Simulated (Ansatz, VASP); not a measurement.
## Ga2O3 in VASP and in Ansatz

Contents of POSCAR:

```
Ga2O3
1.0
    2.4923023535      1.4389314347      4.4806666158
   -2.4923023535      1.4389314347      4.4806666158
    0.0000000000     -2.8778628693      4.4806666158
Ga O
4 6
Direct
    0.3836086584      0.3546519856      0.3440531078
    0.1728039618      0.1438472890      0.1332484112
    0.6728039618      0.6438472890      0.6332484112
    0.8836086584      0.8546519856      0.8440531078
    0.5536262452      0.9463737548      0.2500000000
    0.2500000000      0.5536262452      0.9463737548
    0.9463737548      0.2500000000      0.5536262452
    0.4463737548      0.0536262452      0.7500000000
    0.7500000000      0.4463737548      0.0536262452
    0.0536262452      0.7500000000      0.4463737548
```

INCAR.step1

```
ALGO = Normal
EDIFF = 1E-4
ENCUT = 520
GGA = PE
ISMEAR = 0
LASPH = T
LCHARG = F
LREAL = F
LWAVE = T
NBANDS = 55
NELM = 80
PREC = Accurate
SIGMA = 0.05
```

Contents of INCAR.step2:

```
ALGO = Normal
EDIFF = 1E-6
ENCUT = 520
ISIF = 2
ISMEAR = 0
ISTART = 1
LASPH = T
LCHARG = T
LELF = T
LMIXTAU = T
LREAL = F
LVHAR = T
LWAVE = F
METAGGA = R2SCAN
NBANDS = 55
NELM = 80
PREC = Accurate
SIGMA = 0.05
```

The input KPOINTS:

```
k-points
0
Gamma
  6 6 6
```

Input for Ansatz:

```yaml
crystal:
  lattice:
    - [2.4923023535, 1.4389314347, 4.4806666158]
    - [-2.4923023535, 1.4389314347, 4.4806666158]
    - [0.0, -2.8778628693, 4.4806666158]
  atoms:
    - { symbol: Ga, position: [0.3836086584, 0.3546519856, 0.3440531078] }
    - { symbol: Ga, position: [0.1728039618, 0.143847289, 0.1332484112] }
    - { symbol: Ga, position: [0.6728039618, 0.643847289, 0.6332484112] }
    - { symbol: Ga, position: [0.8836086584, 0.8546519856, 0.8440531078] }
    - { symbol: O, position: [0.5536262452, 0.9463737548, 0.25] }
    - { symbol: O, position: [0.25, 0.5536262452, 0.9463737548] }
    - { symbol: O, position: [0.9463737548, 0.25, 0.5536262452] }
    - { symbol: O, position: [0.4463737548, 0.0536262452, 0.75] }
    - { symbol: O, position: [0.75, 0.4463737548, 0.0536262452] }
    - { symbol: O, position: [0.0536262452, 0.75, 0.4463737548] }
basis:
  ecutwfc: 500
kpoints:
  mp_grid: { grid: [6, 6, 6] }
hamiltonian:
  xc: r2scan
scf:
  occupations: { method: gaussian, width: 0.05 }
output:
  forces: true
  stress: true
  eigenvalues: true
```

Change from the starting cell: all Ga atoms moved +0.125 Å, as atom 1 along Cartesian [1 1 1].

Alike in both runs: task single point; functional r2SCAN; k mesh 6 × 6 × 6; occupations gaussian, width 0.05 eV; no spin polarisation.

|  | VASP | Ansatz |
| --- | --- | --- |
| version | VASP 6.6.1 | Ansatz 0.2.0 |
| potentials or method | VASP PAW PBE potentials, release 64 (Ga_d, O), cutoff 520 eV | scalar-relativistic, plane waves, PAW |
| valence electrons in the cell | 88 | 88 |

|  | VASP | Ansatz | Ansatz less VASP |
| --- | --- | --- | --- |
| gap on the k mesh at the Fermi level (eV) | 3.51 | 3.52 | +0.009 |
| least direct gap on the mesh (eV) | 3.71 | 3.72 | +0.004 |
| pressure (GPa) | 4.0 | 2.1 | -1.95 |
| traceless stress, the component that is largest in VASP (GPa) | 1.32 | 1.28 | -0.039 |
| rms of the force components (eV/Å) | 0.679 | 0.634 | -0.0455 |

VASP's potentials were made for PBE, not for r2SCAN. Atom by atom the forces differ by 0.050 eV/Å (rms over components).
